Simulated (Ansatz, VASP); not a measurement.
SnO2: VASP beside Ansatz

Contents of POSCAR:

```
SnO2
1.0
    4.7602402987      0.0000000000      0.0000000000
    0.0000000000      4.7602402987      0.0000000000
    0.0000000000      0.0000000000      3.2007837667
Sn O
2 4
Direct
    0.0000000000      0.0000000000      0.0000000000
    0.5000000000      0.5000000000      0.5000000000
    0.3059140393      0.3059140393      0.0000000000
    0.8059140393      0.1940859607      0.5000000000
    0.2045896321      0.8059140393      0.5000000000
    0.6940859607      0.6940859607      0.0000000000
```

INCAR.step1

```
SYSTEM = SnO2
PREC     = Accurate       ! precision mode
ENCUT    = 520            ! plane-wave cutoff, eV
ISMEAR   = 0              ! smearing method
SIGMA    = 0.05           ! smearing width, eV
LREAL    = .False.        ! projectors in reciprocal space
LASPH    = .True.         ! aspherical terms in the spheres
NELM     = 60             ! most SCF steps
NBANDS   = 35             ! bands
GGA      = PE             ! functional
ALGO     = Normal         ! electronic algorithm
EDIFF    = 1E-4           ! SCF threshold, eV
LWAVE    = .True.         ! write WAVECAR
LCHARG   = .False.        ! write CHGCAR
```

INCAR.step2

```
SYSTEM = SnO2
PREC     = Accurate       ! precision mode
ENCUT    = 520            ! plane-wave cutoff, eV
EDIFF    = 1E-6           ! SCF threshold, eV
ISMEAR   = 0              ! smearing method
SIGMA    = 0.05           ! smearing width, eV
LREAL    = .False.        ! projectors in reciprocal space
LASPH    = .True.         ! aspherical terms in the spheres
NELM     = 60             ! most SCF steps
ALGO     = Normal         ! electronic algorithm
ISIF     = 2              ! what is computed and relaxed
LWAVE    = .False.        ! write WAVECAR
LCHARG   = .False.        ! write CHGCAR
METAGGA  = R2SCAN         ! meta-GGA
LMIXTAU  = .True.       
NBANDS   = 35             ! bands
ISTART   = 1
```

The input KPOINTS:

```
regular mesh
0
Gamma
  6 6 10
  0 0 0
```

Input for Ansatz:

```yaml
crystal:
  lattice:
    - [4.7602402987, 0.0, 0.0]
    - [0.0, 4.7602402987, 0.0]
    - [0.0, 0.0, 3.2007837667]
  atoms:
    - { symbol: Sn, position: [0.0, 0.0, 0.0] }
    - { symbol: Sn, position: [0.5, 0.5, 0.5] }
    - { symbol: O, position: [0.3059140393, 0.3059140393, 0.0] }
    - { symbol: O, position: [0.8059140393, 0.1940859607, 0.5] }
    - { symbol: O, position: [0.2045896321, 0.8059140393, 0.5] }
    - { symbol: O, position: [0.6940859607, 0.6940859607, 0.0] }
basis:
  ecutwfc: 500
  ecutrho_ratio: 4
kpoints:
  mp_grid: { grid: [6, 6, 10] }
hamiltonian:
  xc: r2scan
scf:
  occupations: { method: gaussian, width: 0.05 }
output:
  forces: true
  stress: true
  eigenvalues: true
  write_density: true
  write_potential: true
  elf: true
  volumetric_format: npy
```

Alike in both runs: task single point; functional r2SCAN; k mesh 6 × 6 × 10; occupations gaussian, width 0.05 eV; no spin polarisation.

|  | VASP | Ansatz |
| --- | --- | --- |
| version | VASP 6.6.1 | Ansatz 0.2.0 |
| potentials or method | VASP PAW PBE potentials, release 64 (Sn_d, O), cutoff 520 eV | scalar-relativistic, plane waves, PAW |
| valence electrons in the cell | 52 | 52 |

```csv
,VASP,Ansatz,Ansatz less VASP
gap on the k mesh at the Fermi level (eV),1.76,1.74,-0.026
least direct gap on the mesh (eV),1.76,1.74,-0.026
pressure (GPa),0.9,-0.2,-1.09
"traceless stress, the component that is largest in VASP (GPa)",-0.34,-0.33,+0.016
rms of the force components (eV/Å),0.235,0.233,-0.0017
```

VASP's potentials were made for PBE, not for r2SCAN. Atom by atom the forces differ by 0.012 eV/Å (rms over components). With one functional, cell and mesh, what is left measures potentials, basis and numerics.
